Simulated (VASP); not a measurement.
# HfAlB4 (P6/mmm) in VASP: a series of runs

Runs on HfAlB4. Level: PBE. Tasks: single point, relaxation of cell and atoms.

Program: VASP 6.6.1. These are calculated values, not measurements. Logs are shortened: lines on timing, memory, paths and dates and some standing lists are left out, and cuts for length are marked.

## Step 1: The cell of the first run

It takes space group P6/mmm (No. 191, hexagonal). Conventional cell: a = 3.053 Å, b = 3.053 Å, c = 6.918 Å, α = 90.00°, β = 90.00°, γ = 120.00°. Hf (site symmetry 6/mmm) has 12 B at 2.54 Å and 6 Hf at 3.05 Å within 3.4 Å. Within 3.2 Å of Al (site symmetry 6/mmm) lie 12 B at 2.40 Å and 6 Al at 3.05 Å. Within 2.3 Å of B (site symmetry 3m) lie 3 B at 1.76 Å.

## Step 2: Single point, PBE

Input file INCAR:

```
SYSTEM = HfAlB4
PREC     = Accurate       ! precision mode
ENCUT    = 520            ! plane-wave cutoff, eV
EDIFF    = 1E-6           ! SCF threshold, eV
ISMEAR   = 0              ! smearing method
SIGMA    = 0.1            ! smearing width, eV
LREAL    = .FALSE.        ! projectors in reciprocal space
LASPH    = .TRUE.         ! aspherical terms in the spheres
NELM     = 100            ! most SCF steps
ALGO     = Normal         ! electronic algorithm
ISIF     = 2              ! what is computed and relaxed
LWAVE    = .FALSE.        ! write WAVECAR
LCHARG   = .FALSE.        ! write CHGCAR
GGA      = PE             ! functional
NBANDS   = 22             ! bands
```

Input file KPOINTS:

```
regular mesh
0
G
  15 15 6
  0 0 0
```

Input file POSCAR:

```
HfAlB4
1.0
    3.0525139577      0.0000000000      0.0000000000
   -1.5262569788      2.6435546328      0.0000000000
    0.0000000000      0.0000000000      6.9179602579
Hf Al B
1 1 4
Direct
    0.0000000000      0.0000000000      0.0000000000
    0.0000000000      0.0000000000      0.5000000000
    0.3333333333      0.6666666667      0.2645464359
    0.3333333333      0.6666666667      0.7354535641
    0.6666666667      0.3333333333      0.2645464359
    0.6666666667      0.3333333333      0.7354535641
```

Potentials or basis: VASP PAW PBE potentials, release 64 (Hf_pv, Al, B).

Launch:

```console
$ cat potpaw_PBE.64/Hf_pv/POTCAR potpaw_PBE.64/Al/POTCAR potpaw_PBE.64/B/POTCAR > POTCAR
$ mpirun -np 1 vasp_std > vasp.out
```

OUTCAR:

```text
SYSTEM = HfAlB4
   PREC = Accurate
   ENCUT = 520
   EDIFF = 1E-6
   ISMEAR = 0
   LREAL = .FALSE.
   LASPH = .TRUE.
   NELM = 100
   ISIF = 2
   GGA = PE

 ion  position               nearest neighbor table
   1  0.000  0.000  0.000-   3 2.54   4 2.54   5 2.54   6 2.54   3 2.54   4 2.54   5 2.54   6 2.54
                             5 2.54   6 2.54   3 2.54   4 2.54   2 3.46   2 3.46
   2  0.000  0.000  0.500-   3 2.40   4 2.40   5 2.40   6 2.40   3 2.40   4 2.40   5 2.40   6 2.40
                             5 2.40   6 2.40   3 2.40   4 2.40   1 3.46   1 3.46
   3  0.333  0.667  0.265-   5 1.76   5 1.76   5 1.76   2 2.40   2 2.40   2 2.40   1 2.54   1 2.54
                             1 2.54
   4  0.333  0.667  0.735-   6 1.76   6 1.76   6 1.76   2 2.40   2 2.40   2 2.40   1 2.54   1 2.54
                             1 2.54
   5  0.667  0.333  0.265-   3 1.76   3 1.76   3 1.76   2 2.40   2 2.40   2 2.40   1 2.54   1 2.54
                             1 2.54
   6  0.667  0.333  0.735-   4 1.76   4 1.76   4 1.76   2 2.40   2 2.40   2 2.40   1 2.54   1 2.54
                             1 2.54

  LATTYP: Found a hexagonal cell.
 ALAT       =     3.0525139577
 C/A-ratio  =     2.2663156840

  Lattice vectors:

 A1 = (   3.0525139577,   0.0000000000,   0.0000000000)
 A2 = (  -1.5262569788,   2.6435546328,   0.0000000000)
 A3 = (   0.0000000000,   0.0000000000,   6.9179602579)

Analysis of symmetry for initial positions (statically):
=====================================================================
 Subroutine PRICEL returns:
 Original cell was already a primitive cell.

 Routine SETGRP: Setting up the symmetry group for a
 hexagonal supercell.

 Subroutine GETGRP returns: Found 24 space group operations
 (whereof 24 operations were pure point group operations)
 out of a pool of 24 trial point group operations.

The static configuration has the point symmetry D_6h.

Analysis of symmetry for dynamics (positions and initial velocities):
=====================================================================
 Subroutine PRICEL returns:
 Original cell was already a primitive cell.

 Routine SETGRP: Setting up the symmetry group for a
 hexagonal supercell.

 Subroutine GETGRP returns: Found 24 space group operations
 (whereof 24 operations were pure point group operations)
 out of a pool of 24 trial point group operations.

The dynamic configuration has the point symmetry D_6h.

 Subroutine INISYM returns: Found 24 space group operations
[... 103 lines left out ...]
   ENCUT  =  520.0 eV  38.22 Ry    6.18 a.u.   5.68  5.68 12.86*2*pi/ulx,y,z
   NELM   =    100;   NELMIN=  2; NELMDL= -5     # of ELM steps
   EDIFF  = 0.1E-05   stopping-criterion for ELM
   LREAL  =      F    real-space projection
   EDIFFG = 0.1E-04   stopping-criterion for IOM
   NSW    =      0    number of steps for IOM
   IBRION =     -1    ionic relax: 0-MD 1-quasi-New 2-CG
   NFREE  =      0    steps in history (QN), initial steepest desc. (CG)
   ISIF   =      2    stress and relaxation
   ISYM   =      2    0-nonsym 1-usesym 2-fastsym
   POTIM  = 0.5000    time-step for ionic-motion
   TEBEG  =    0.0;   TEEND  =   0.0 temperature during run
   PSTRESS=    0.0 pullay stress
   NELECT =      25.0000    total number of electrons
   NUPDOWN=      -1.0000    fix difference up-down
   EMIN   =  10.00;   EMAX   =-10.00  energy-range for DOS
   EFERMI =   0.00;   METHOD = LEGACY
   ISMEAR =     0;   SIGMA  =   0.10  broadening in eV -4-tet -1-fermi 0-gaus
   EFERMI_NEDOS =   21; number of points for ismear=-14 and -15
   IALGO  =     38    algorithm
   IMIX   =      4    mixing-type and parameters
     AMIX     =   0.40;   BMIX     =  1.00
     AMIX_MAG =   1.60;   BMIX_MAG =  1.00
  volume/ion in A,a.u.               =       9.30        62.79
  Fermi-wavevector in a.u.,A,eV,Ry     =   1.252507  2.366895 21.344463  1.568774
  Thomas-Fermi vector in A             =   2.386404
   LORBIT       =      0    0 simple, 1 ext, 2 COOP (PROOUT), +10 PAW based schemes
   GGA     = PE    functional components
   LHFCALC =     F    Hartree Fock is set to
   AEXX    =    0.0000 exact exchange contribution
   IVDW    =     0    specifies the selected vdW correction
   LEPSILON=     F    determine dielectric tensor
   LRPA    =     F    only Hartree local field effects (RPA)
 non-spin polarized calculation
 Gauss-broadening in eV      SIGMA  =   0.10
  energy-cutoff  :      520.00
  volume of cell :       55.82
 maximum number of plane-waves:      1526
 NGX is ok and might be reduce to    24
   NGX = 11   NGY = 11   NGZ = 25

 number of electron      25.0000003 magnetization

 Free energy of the ion-electron system (eV)
  ---------------------------------------------------
  ext. energy  EPLUGINS =         0.00000000
  ---------------------------------------------------
  free energy    TOTEN  =       -43.19753313 eV

  energy without entropy =      -43.18963764  energy(sigma->0) =      -43.19358539

 E-fermi :   8.3314     XC(G=0): -12.1727

 val. band max:        8.3274777108   @ k =   0.1333   0.0667   0.5000
 cond. band min:       8.3378309272   @ k =   0.2667   0.0667   0.0000
 fundamental gap:      0.0103532164
 Fermi energy:         8.3314454144

 k-point     1 :       0.0000    0.0000    0.0000
  band No.  band energies     occupation
      1     -22.2344      2.00000
      2     -21.4943      2.00000
      3     -21.4943      2.00000
      4      -6.1796      2.00000
      5      -3.9706      2.00000
      6      -0.9399      2.00000
[... 589 lines left out ...]
     21      17.0794      0.00000
     22      17.3840      0.00000

 [... further k-points ...]
[... 5 lines left out ...]
  --------------------------------------------------------------------------------------
  -------------------------------------------------------------------------------------
  Total       -0.0993180     -0.0993180     -0.1327473     -0.0000000      0.0000000     -0.0000000
  in kB       -2.8504584     -2.8504584     -3.8098882     -0.0000000      0.0000000     -0.0000000
  external PRESSURE =      -3.1702683 kB  Pullay stress =       0.0000000 kB

 VOLUME and BASIS-vectors are now :
 -----------------------------------------------------------------------------
  energy-cutoff  :      520.00
  volume of cell :       55.82
      direct lattice vectors                 reciprocal lattice vectors
     3.052513958  0.000000000  0.000000000     0.327598830  0.189139272  0.000000000
    -1.526256979  2.643554633  0.000000000     0.000000000  0.378278545  0.000000000
     0.000000000  0.000000000  6.917960258     0.000000000  0.000000000  0.144551279

 POSITION                                       TOTAL-FORCE (eV/Angst)
 -----------------------------------------------------------------------------------
      0.00000      0.00000      0.00000        -0.000000     -0.000000     -0.000000
      0.00000      0.00000      3.45898        -0.000000     -0.000000     -0.000000
     -0.00000      1.76237      1.83012         0.000000     -0.000000     -0.014360
     -0.00000      1.76237      5.08784         0.000000      0.000000      0.014360
      1.52626      0.88118      1.83012        -0.000000     -0.000000     -0.014360
      1.52626      0.88118      5.08784         0.000000      0.000000      0.014360
 -----------------------------------------------------------------------------------
    total drift:                                0.000000      0.000000     -0.000000

  FREE ENERGIE OF THE ION-ELECTRON SYSTEM (eV)
  ---------------------------------------------------
  free  energy   TOTEN  =       -43.1975331291 eV

  energy  without entropy=      -43.1896376426  energy(sigma->0) =      -43.19358539
```

It took 48 s on 1 thread of Intel Xeon Platinum 8559C (Emerald Rapids), shared host; peak memory 0.27 GiB.

What came out:

| Quantity | Value |
| --- | --- |
| Free energy | -43.1975 eV |
| Pressure | -0.3 GPa |
| Largest force | 0.014 eV/Å |

Forces on the atoms (eV/Å):
```
Hf   0.000  0.000  0.000
Al   0.000  0.000  0.000
B    0.000  0.000 -0.014
B    0.000  0.000  0.014
B    0.000  0.000 -0.014
B    0.000  0.000  0.014
```

Caveat: spin-orbit coupling is left out, which moves the levels of the heavy elements.

[end of part 1 of 3]
